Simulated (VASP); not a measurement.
# AlSi23HO48 (a cell with a defect) in VASP: a series of runs, part 2 of 2

VASP 6.6.1. The steps go on from the part before.

### 5 Single point, PBE+D3(BJ)

File INCAR:

```
  PREC = Accurate
  ENCUT = 520
  EDIFF = 1E-6
  ISMEAR = 0
  SIGMA = 0.02
  LREAL = Auto
  LASPH = T
  NELM = 100
  ALGO = Normal
  ISIF = 2
  LWAVE = F
  LCHARG = F
  GGA = PE
  IVDW = 12
  NBANDS = 234
```

File KPOINTS:

```
regular mesh
0
Gamma
  1 1 1
```

File POSCAR:

```
AlSi23HO48
1.0
    9.8316000000      0.0000000000      0.0000000000
   -4.9158000000      8.5144150000      0.0000000000
    0.0000000000      0.0000000000     10.8182000000
Si O Al H
23 48 1 1
Direct
    0.2707910000      0.0001523800      0.1602280000
    0.0031078000      0.2738780000      0.3372560000
    0.2257670000      0.2327160000      0.0010558000
    0.2662600000      0.9963501000      0.6615830000
    0.9973292000      0.2695350000      0.8371510000
    0.2324570000      0.2240680000      0.4965950000
    0.2683800000      0.5020170000      0.1688810000
    0.0046040000      0.7704050000      0.3332450000
    0.2307490000      0.7280770000      0.9952677000
    0.9983032000      0.7660620000      0.8316270000
    0.2377440000      0.7355440000      0.4972600000
    0.7690230000      0.0099828000      0.1657910000
    0.4987680000      0.2630270000      0.3282030000
    0.7271050000      0.2349560000      0.9983316000
    0.7699370000      0.0028498000      0.6656050000
    0.4897170000      0.2690740000      0.8299280000
    0.7308480000      0.2336040000      0.5005640000
    0.7687620000      0.5019070000      0.1691910000
    0.5008740000      0.7728650000      0.3307920000
    0.7444360000      0.7446600000      0.0064547000
    0.7574780000      0.5006330000      0.6641390000
    0.5087570000      0.7701700000      0.8400500000
    0.7367760000      0.7400850000      0.4952760000
    0.0669990000      0.2014560000      0.4423840000
    0.2933680000      0.3635730000      0.1109120000
    0.1424440000      0.4380810000      0.2816240000
    0.2047280000      0.0687820000      0.0535790000
    0.3563660000      0.2834140000      0.3811320000
    0.4374350000      0.1364230000      0.2151890000
    0.0572690000      0.2009390000      0.9500830000
    0.3010870000      0.3461210000      0.6088230000
    0.1344440000      0.4335340000      0.7872490000
    0.2007330000      0.0538050000      0.5466670000
    0.3529940000      0.2961840000      0.8878520000
    0.4270900000      0.1377590000      0.7214780000
    0.0715580000      0.7136130000      0.4468100000
    0.3013150000      0.8671760000      0.0981760000
    0.1415890000      0.9302960000      0.2706040000
    0.2028910000      0.5674830000      0.0590350000
    0.3642020000      0.8036030000      0.3831170000
    0.4353540000      0.6407000000      0.2216290000
    0.0661520000      0.7023680000      0.9406990000
    0.3041460000      0.8641220000      0.6100360000
    0.1352720000      0.9272650000      0.7715610000
    0.2152660000      0.5737100000      0.5473820000
    0.3559620000      0.7787600000      0.8802220000
    0.4552200000      0.6206830000      0.7368980000
    0.5674600000      0.2010270000      0.4380930000
    0.7921120000      0.3639660000      0.1091680000
    0.6354010000      0.4319020000      0.2765330000
    0.6982380000      0.0688910000      0.0545700000
    0.8699110000      0.3055760000      0.3976290000
    0.9302700000      0.1514330000      0.2220930000
    0.5657320000      0.2155110000      0.9399210000
    0.7780370000      0.3568910000      0.6150950000
    0.6163690000      0.4405850000      0.7689160000
    0.7068080000      0.0694810000      0.5556000000
    0.8542380000      0.2926750000      0.8876010000
    0.9311320000      0.1375530000      0.7265500000
    0.5713950000      0.7143480000      0.4420600000
    0.8084990000      0.8785630000      0.1125620000
    0.6388960000      0.9375190000      0.2749870000
    0.7126420000      0.5782480000      0.0609500000
    0.8670440000      0.8013900000      0.3856450000
    0.9344440000      0.6342550000      0.2273320000
    0.5771530000      0.7178900000      0.9544130000
    0.7978400000      0.8654860000      0.6093110000
    0.6340290000      0.9297530000      0.7728060000
    0.7053340000      0.5729530000      0.5507980000
    0.8663110000      0.8003780000      0.8909460000
    0.9205510000      0.6317050000      0.7255820000
    0.2600150000      0.4856160000      0.6635380000
    0.5312664200      0.5418118300      0.7526013500
```

The run is started by

```
$ cat potpaw_PBE.64/Si/POTCAR potpaw_PBE.64/O/POTCAR potpaw_PBE.64/Al/POTCAR potpaw_PBE.64/H/POTCAR > POTCAR
$ mpirun -np 1 vasp_gam > vasp.out
```

Run time: 17 min. Hardware: 1 thread of Intel Xeon 8259CL, shared host; peak memory 0.97 GiB.

Results (log left out):

| Quantity | Value |
| --- | --- |
| Free energy | -579.8105 eV |
| Pressure | 0.4 GPa |
| Largest force | 2.958 eV/Å |
| Band gap on the k mesh | 5.11 eV |
| Dispersion energy per atom | -0.143 eV |

Forces in eV/Å, atoms in the order of the input:
```
Si   0.032 -0.060  0.008
Si   0.042  0.025 -0.001
Si  -0.108 -0.007  0.087
Si  -0.023 -0.140 -0.095
Si   0.077  0.060 -0.095
Si  -0.059  0.031  0.022
Si  -0.006  0.050 -0.026
Si   0.010  0.032  0.002
Si   0.170  0.007 -0.145
Si   0.048  0.131  0.145
Si   0.088 -0.084  0.049
Si   0.024 -0.041  0.002
Si  -0.047  0.010 -0.016
Si   0.172 -0.066  0.097
Si  -0.080 -0.153  0.156
Si  -0.375 -0.956  0.460
Si   0.060 -0.179 -0.119
Si   0.021  0.030  0.022
Si   0.002 -0.014  0.028
Si  -0.263  0.050 -0.021
Si   0.712  0.415 -0.790
Si   0.161 -0.902 -0.767
Si  -0.178  0.142  0.021
O   -0.010 -0.007 -0.010
O    0.023 -0.043 -0.031
O   -0.008 -0.015  0.003
O    0.009  0.025 -0.026
O    0.022 -0.009 -0.012
O    0.012  0.020  0.002
O    0.019 -0.016  0.015
O    0.059 -0.153 -0.065
O   -0.121 -0.098  0.037
O    0.030 -0.018  0.014
O    0.217  0.052 -0.126
O    0.083  0.259  0.087
O   -0.034  0.008 -0.006
O   -0.040  0.035  0.040
O    0.001  0.003 -0.004
O   -0.004 -0.031  0.044
O   -0.022  0.015 -0.014
O    0.001 -0.003  0.003
O   -0.088 -0.003 -0.036
O   -0.050  0.064  0.014
O    0.014  0.008 -0.016
O   -0.095 -0.021 -0.089
O   -0.254  0.091  0.226
O    2.549 -1.412  0.506
O    0.008  0.028  0.034
O   -0.026 -0.018 -0.031
O    0.014  0.001  0.005
O   -0.032  0.048 -0.020
O   -0.052  0.010  0.038
O   -0.011  0.015  0.004
O   -0.096  0.152 -0.188
O   -0.181  0.115  0.224
O   -0.971  0.753  0.013
O   -0.032  0.085 -0.044
O   -0.099  0.003  0.018
O    0.008  0.029  0.015
O    0.039  0.006 -0.035
O    0.027  0.019  0.027
O    0.006  0.018 -0.010
O    0.043 -0.057 -0.013
O    0.008 -0.036  0.010
O   -0.012 -0.004 -0.003
O    0.223  0.069  0.295
O    0.069 -0.027 -0.063
O    0.098  0.286 -0.050
O    0.079 -0.182  0.201
O    0.061 -0.043 -0.050
O   -0.154 -0.180 -0.021
Al   0.558  0.500  0.365
H   -2.368  1.278 -0.300
```

Stress tensor (GPa, compression positive):
```
-0.44  0.63 -0.30
 0.63  0.69 -0.27
-0.30 -0.27  1.03
```

Levels at points of the mesh, in eV from the valence-band top:
```
           k point  band 189  band 190  band 191  band 192  band 193  band 194  band 195  band 196
(0.00, 0.00, 0.00)     -0.44     -0.37     -0.23      0.00      5.11      6.25      7.32      7.50
```

Caveat: the k points lie up to 0.74 Å⁻¹ apart.

### 6 The runs side by side

| cell | gap on the mesh (eV) | pressure (GPa) | largest force (eV/Å) |
| --- | --- | --- | --- |
| as given, atomic positions A | 5.37 | 0.7 | 1.10 |
| as given, atomic positions B | 5.32 | 0.6 | 2.66 |
| as given, atomic positions C | 5.24 | 0.5 | 3.24 |
| as given, atomic positions D | 5.11 | 0.4 | 2.96 |

Alike in all rows: task single point; level PBE+D3(BJ); potentials or basis VASP PAW PBE potentials, release 64 (Si, O, Al, H); no spin polarisation; k mesh 1 × 1 × 1; cutoff (eV) 520; smearing gaussian 0.02 eV.

Caveats: all runs use coarse meshes.

Absolute energies hang on the potentials; compare differences alone.
